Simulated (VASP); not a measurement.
# C (C2/m) in VASP: single point with r2SCAN

Aim: the single point of C with r2SCAN.

Program: VASP 6.6.1. These are calculated values, not measurements. Logs are shortened: lines on timing, memory, paths and dates and some standing lists are left out, and cuts for length are marked.

### Step 1. The cell of the first run

It takes space group C2/m (No. 12, monoclinic). Conventional cell: a = 4.360 Å, b = 2.518 Å, c = 12.524 Å, α = 90.00°, β = 100.02°, γ = 90.00°. Within 2.1 Å of C (site symmetry m) lie 4 C at 1.54 Å. C (site symmetry m) has 5 C at 1.54 to 2.18 Å within 2.2 Å. Within 2.1 Å of C (site symmetry m) lie 4 C at 1.54 Å. C (site symmetry m) has 4 C at 1.54 Å within 2.1 Å. C (site symmetry m) has 4 C at 1.54 Å within 2.1 Å. Within 2.2 Å of C (site symmetry m) lie 6 C at 1.54 to 2.18 Å.

### Step 2. Single point, r2SCAN (the part above a cut slid along it)

File POSCAR:

```
C
1.0
    1.7801417073     -1.7801417073      0.0000000000
    1.7801417073      0.0000000000     -1.7801417073
    8.0106376830      6.2304959756      7.1205668293
C
12
Direct
    0.5312333333      0.6666666667      0.2708666667
   -0.0521000000      0.0000000000      0.1042000000
    0.1145666667      0.3333333333      0.4375333333
    0.2812333333      0.6666666667      0.7708666667
    0.6979000000      1.0000000000      0.6042000000
   -0.1354333333      0.3333333333      0.9375333333
    0.4687333333      0.6666666667      0.3958666667
    0.8854000000      1.0000000000      0.2292000000
    0.0520666667      0.3333333333      0.5625333333
    0.2187333333      0.6666666667      0.8958666667
   -0.3646000000      0.0000000000      0.7292000000
    0.3020666667      0.3333333333      0.0625333333
```

File INCAR.step1:

```
SYSTEM = C
PREC = Accurate ; ENCUT = 520
ISMEAR = 0 ; SIGMA = 0.05
LREAL = .False. ; LASPH = .True.
NELM = 80 ; NBANDS = 36
ISYM = 0 ; GGA = PE
ALGO = Normal ; EDIFF = 1E-4
LWAVE = .True. ; LCHARG = .False.
```

File INCAR.step2:

```
SYSTEM = C
PREC = Accurate ; ENCUT = 520
EDIFF = 1E-7 ; ISMEAR = 0
SIGMA = 0.05 ; LREAL = .False.
LASPH = .True. ; NELM = 80
ALGO = Normal ; ISIF = 2
LWAVE = .False. ; LCHARG = .True.
METAGGA = R2SCAN ; LMIXTAU = .True.
LELF = .True. ; LVHAR = .True.
NBANDS = 36 ; ISYM = 0
ISTART = 1
```

File KPOINTS:

```
regular mesh
0
Gamma
  10 10 2
  0 0 0
```

Potentials or basis: VASP PAW PBE potentials, release 64 (C).

Started as:

```
$ cat potpaw_PBE.64/C/POTCAR > POTCAR
$ cp INCAR.step1 INCAR
$ mpirun -np 1 vasp_std > vasp.out
$ cp INCAR.step2 INCAR
$ mpirun -np 1 vasp_std > vasp.out
```

OUTCAR:

```text
SYSTEM = C
   PREC = Accurate
   ENCUT = 520
   EDIFF = 1E-7
   ISMEAR = 0
   LREAL = .False.
   LASPH = .True.
   NELM = 80
   ISIF = 2
   METAGGA = R2SCAN
   ISYM = 0
   ISTART = 1

 ion  position               nearest neighbor table
   1  0.531  0.667  0.271-   7 1.54   8 1.54   8 1.54   8 1.54
   2  0.948  0.000  0.104-   8 1.54  12 1.54  12 1.54  12 1.54
   3  0.115  0.333  0.438-   7 1.54   7 1.54   7 1.54   9 1.54
   4  0.281  0.667  0.771-  10 1.54  11 1.54  11 1.54  11 1.54
   5  0.698  0.000  0.604-  11 1.54   9 1.54   9 1.54   9 1.54
   6  0.865  0.333  0.938-  10 1.54  10 1.54  10 1.54  12 1.99  12 1.99
   7  0.469  0.667  0.396-   3 1.54   3 1.54   3 1.54   1 1.54
   8  0.885  0.000  0.229-   2 1.54   1 1.54   1 1.54   1 1.54
   9  0.052  0.333  0.563-   3 1.54   5 1.54   5 1.54   5 1.54
  10  0.219  0.667  0.896-   6 1.54   6 1.54   6 1.54   4 1.54
  11  0.635  0.000  0.729-   5 1.54   4 1.54   4 1.54   4 1.54
  12  0.302  0.333  0.063-   2 1.54   2 1.54   2 1.54   6 1.99   6 1.99

IMPORTANT INFORMATION: All symmetrisations will be switched off!
NOSYMM: (Re-)initialisation of all symmetry stuff for point group C_1.

----------------------------------------------------------------------------------------

                                     Primitive cell

  volume of cell :      67.6932

  direct lattice vectors                    reciprocal lattice vectors
     1.780141707 -1.780141707  0.000000000     0.163844634 -0.397908397  0.163844634
     1.780141707  0.000000000 -1.780141707     0.187251010  0.187251010 -0.374502021
     8.010637683  6.230495976  7.120566829     0.046812753  0.046812753  0.046812753

  length of vectors
     2.517500545  2.517500545 12.397252444     0.460457621  0.458669429  0.081082066

  position of ions in fractional coordinates (direct lattice)
     0.531233333  0.666666667  0.270866667
     0.947900000  0.000000000  0.104200000
     0.114566667  0.333333333  0.437533333
     0.281233333  0.666666667  0.770866667
     0.697900000  0.000000000  0.604200000
     0.864566667  0.333333333  0.937533333
     0.468733333  0.666666667  0.395866667
     0.885400000  0.000000000  0.229200000
     0.052066667  0.333333333  0.562533333
     0.218733333  0.666666667  0.895866667
     0.635400000  0.000000000  0.729200000
     0.302066667  0.333333333  0.062533333

  ion indices of the primitive-cell ions
   primitive index   ion index
                 1           1
                 2           2
                 3           3
                 4           4
                 5           5
                 6           6
                 7           7
                 8           8
                 9           9
                10          10
                11          11
                12          12

----------------------------------------------------------------------------------------

 KPOINTS: regular mesh

Automatic generation of k-mesh.
 Grid dimensions read from file:
 generate k-points for:   10   10    2

 Generating k-lattice:

  Cartesian coordinates                     Fractional coordinates (reciprocal lattice)
     0.016384463 -0.039790840  0.016384463     0.100000000  0.000000000 -0.000000000
     0.018725101  0.018725101 -0.037450202     0.000000000  0.100000000  0.000000000
     0.023406376  0.023406376  0.023406376     0.000000000  0.000000000  0.500000000

  Length of vectors
     0.046045762  0.045866943  0.040541033

  Shift w.r.t. Gamma in fractional coordinates (k-lattice)
     0.000000000  0.000000000  0.000000000

 -----------------------------------------------------------------------------
|                                                                             |
|           W    W    AA    RRRRR   N    N  II  N    N   GGGG   !!!           |
|           W    W   A  A   R    R  NN   N  II  NN   N  G    G  !!!           |
|           W    W  A    A  R    R  N N  N  II  N N  N  G       !!!           |
|           W WW W  AAAAAA  RRRRR   N  N N  II  N  N N  G  GGG   !            |
|           WW  WW  A    A  R   R   N   NN  II  N   NN  G    G                |
|           W    W  A    A  R    R  N    N  II  N    N   GGGG   !!!           |
|                                                                             |
|     Your reciprocal lattice and k-lattice belong to different lattice       |
|     classes:                                                                |
|                                                                             |
|        The reciprocal lattice is body-centered orthorhombic,                |
|        whereas your k-lattice is base-centered monoclinic.                  |
|                                                                             |
|     Results are often still useful ...                                      |
|                                                                             |
 -----------------------------------------------------------------------------

 WARNING: IBZKPT: internal override: KBLOWUP is changed to .FALSE.
      ... skipping the blow-up phase ...

 Subroutine IBZKPT returns following result:
 ===========================================

 Found    104 irreducible k-points:

 Following reciprocal coordinates:
            Coordinates               Weight
  0.000000  0.000000  0.000000      1.000000
  0.100000  0.000000  0.000000      2.000000
  0.200000  0.000000  0.000000      2.000000
  0.300000  0.000000 -0.000000      2.000000
  0.400000  0.000000 -0.000000      2.000000
  0.500000  0.000000 -0.000000      1.000000
[... 16 lines left out ...]
 -0.400000  0.200000  0.000000      2.000000
 -0.300000  0.200000  0.000000      2.000000
 [... further k-points ...]
   k-points           NKPTS =    104   k-points in BZ     NKDIM =    104   number of bands    NBANDS=     36
   number of dos      NEDOS =    301   number of ions     NIONS =     12
   total plane-waves  NPLWV =  38400
   dimension x,y,z NGX =    20 NGY =   20 NGZ =   96
   dimension x,y,z NGXF=    40 NGYF=   40 NGZF=  192
   ions per type =              12
   NGX,Y,Z   is equivalent  to a cutoff of  13.21, 13.21, 12.87 a.u.
   NGXF,Y,Z  is equivalent  to a cutoff of  26.41, 26.41, 25.75 a.u.
 SYSTEM =  C
   PREC   = accura    normal or accurate (medium, high low for compatibility)
   ISTART =      1    job   : 0-new  1-cont  2-samecut
   ICHARG =      0    charge: 1-file 2-atom 10-const
   ISPIN  =      1    spin polarized calculation?
   LNONCOLLINEAR =      F non collinear calculations
   LSORBIT =      F    spin-orbit coupling
   LASPH  =      T    aspherical Exc in radial PAW
   ENCUT  =  520.0 eV  38.22 Ry    6.18 a.u.   4.68  4.68 23.05*2*pi/ulx,y,z
   NELM   =     80;   NELMIN=  2; NELMDL=  0     # of ELM steps
   EDIFF  = 0.1E-06   stopping-criterion for ELM
   LREAL  =      F    real-space projection
   EDIFFG = 0.1E-05   stopping-criterion for IOM
   NSW    =      0    number of steps for IOM
   IBRION =     -1    ionic relax: 0-MD 1-quasi-New 2-CG
   NFREE  =      0    steps in history (QN), initial steepest desc. (CG)
   ISIF   =      2    stress and relaxation
   ISYM   =      0    0-nonsym 1-usesym 2-fastsym
   POTIM  = 0.5000    time-step for ionic-motion
   TEBEG  =    0.0;   TEEND  =   0.0 temperature during run
   PSTRESS=    0.0 pullay stress
   NELECT =      48.0000    total number of electrons
   NUPDOWN=      -1.0000    fix difference up-down
   EMIN   =  10.00;   EMAX   =-10.00  energy-range for DOS
   EFERMI =   0.00;   METHOD = LEGACY
   ISMEAR =     0;   SIGMA  =   0.05  broadening in eV -4-tet -1-fermi 0-gaus
   EFERMI_NEDOS =   21; number of points for ismear=-14 and -15
   IALGO  =     38    algorithm
   IMIX   =      4    mixing-type and parameters
     AMIX     =   0.40;   BMIX     =  1.00
     AMIX_MAG =   1.60;   BMIX_MAG =  1.00
  volume/ion in A,a.u.               =       5.64        38.07
  Fermi-wavevector in a.u.,A,eV,Ry     =   1.459846  2.758708 28.996044  2.131149
  Thomas-Fermi vector in A             =   2.576365
   LORBIT       =      0    0 simple, 1 ext, 2 COOP (PROOUT), +10 PAW based schemes
   METAGGA = R2SCAN    functional components
   LHFCALC =     F    Hartree Fock is set to
   AEXX    =    0.0000 exact exchange contribution
   IVDW    =     0    specifies the selected vdW correction
   LEPSILON=     F    determine dielectric tensor
   LRPA    =     F    only Hartree local field effects (RPA)
 non-spin polarized calculation
 Gauss-broadening in eV      SIGMA  =   0.05
  energy-cutoff  :      520.00
  volume of cell :       67.69
 maximum number of plane-waves:      1842
   NGX =  9   NGY =  9   NGZ = 45

 number of electron      47.9999996 magnetization

 Free energy of the ion-electron system (eV)
  ---------------------------------------------------
  ext. energy  EPLUGINS =         0.00000000
  ---------------------------------------------------
  free energy    TOTEN  =      -113.67755853 eV

  energy without entropy =     -113.67655323  energy(sigma->0) =     -113.67705588

 E-fermi :  10.2710     XC(G=0): -14.3347

 val. band max:       10.2413318187   @ k =   0.5000   0.3000   0.5000
 cond. band min:      10.2751391141   @ k =   0.5000   0.2000   0.5000
 fundamental gap:      0.0338072953
 Fermi energy:        10.2709834533

 k-point     1 :       0.0000    0.0000    0.0000
  band No.  band energies     occupation
      1     -12.9688      2.00000
      2     -12.1662      2.00000
      3     -12.1555      2.00000
      4      -9.8492      2.00000
      5      -9.7540      2.00000
      6      -7.0140      2.00000
[... 28 lines left out ...]
     35      18.1632      0.00000
     36      18.4159      0.00000
[... 866 lines left out ...]
      6      -3.6285      2.00000
[... 28 lines left out ...]
     35      21.2883      0.00000
     36      21.3954      0.00000

 [... further k-points ...]

------------------------ aborting loop because EDIFF is reached ----------------------------------------

  FORCE on cell =-STRESS in cart. coord.  units (eV):
  Direction    XX          YY          ZZ          XY          YZ          ZX
  --------------------------------------------------------------------------------------
  -------------------------------------------------------------------------------------
  Total       -1.7668427     -1.7571143      8.5070469      2.3637600      4.8296703      4.8146504
  in kB      -41.8180236    -41.5877688    201.3466637     55.9459931    114.3097028    113.9542092
  external PRESSURE =      39.3136238 kB  Pullay stress =       0.0000000 kB

 VOLUME and BASIS-vectors are now :
 -----------------------------------------------------------------------------
  energy-cutoff  :      520.00
  volume of cell :       67.69
      direct lattice vectors                 reciprocal lattice vectors
     1.780141707 -1.780141707  0.000000000     0.163844634 -0.397908397  0.163844634
     1.780141707  0.000000000 -1.780141707     0.187251010  0.187251010 -0.374502021
     8.010637683  6.230495976  7.120566829     0.046812753  0.046812753  0.046812753

 POSITION                                       TOTAL-FORCE (eV/Angst)
 -----------------------------------------------------------------------------------
      4.30225      0.74196      0.74196        -0.075216     -0.074356     -0.026058
      2.52210     -1.03818      0.74196        -0.261099     -0.260728      1.092563
      4.30225      2.52210      2.52210        -0.047342     -0.046528     -0.043211
      7.86253      4.30225      4.30225        -0.157630     -0.156559     -0.651062
      6.08239      2.52210      4.30225        -0.051400     -0.050374     -0.072874
      9.64267      4.30225      6.08239        -1.907647     -1.908780     -2.135783
      5.19232      1.63203      1.63203         0.051373      0.050391      0.072907
      3.41218     -0.14811      1.63203         0.157611      0.156518      0.651106
      5.19232      3.41218      3.41218         0.047379      0.046560      0.043142
      8.75260      5.19232      5.19232         0.261068      0.260742     -1.092525
      6.97246      3.41218      5.19232         0.075202      0.074315      0.026101
      1.63203     -0.14811     -0.14811         1.907701      1.908799      2.135694
 -----------------------------------------------------------------------------------
    total drift:                                0.000090     -0.000044     -0.000025

  FREE ENERGIE OF THE ION-ELECTRON SYSTEM (eV)
  ---------------------------------------------------
  free  energy   TOTEN  =      -113.6775585270 eV

  energy  without entropy=     -113.6765532342  energy(sigma->0) =     -113.67705588
```

It took 7.5 min on 1 thread of Intel Xeon 6975P-C (Granite Rapids), shared host; peak memory 0.29 GiB.

Results:

| Property | Result |
| --- | --- |
| Free energy | -113.6776 eV |
| Pressure | 3.9 GPa |
| Largest force | 3.442 eV/Å |
| Band gap on the k mesh | zero (bands 24 and 25 overlap by 0.23 eV) |

Forces on the atoms (eV/Å):
```
C   -0.075 -0.074 -0.026
C   -0.261 -0.261  1.093
C   -0.047 -0.047 -0.043
C   -0.158 -0.157 -0.651
C   -0.051 -0.050 -0.073
C   -1.908 -1.909 -2.136
C    0.051  0.050  0.073
C    0.158  0.157  0.651
C    0.047  0.047  0.043
C    0.261  0.261 -1.093
C    0.075  0.074  0.026
C    1.908  1.909  2.136
```

Stress tensor (GPa, compression positive):
```
-4.18  5.59 11.40
 5.59 -4.16 11.43
11.40 11.43 20.13
```

Caveat: the cell differs from its parent crystal (the part above a cut slid along it); the stress differs along the axes, from -4 to 20 GPa; the PAW data sets were made with another functional, which shifts forces and pressure a little.

The gap in the log of VASP goes by the Fermi energy; the results here count the filled bands.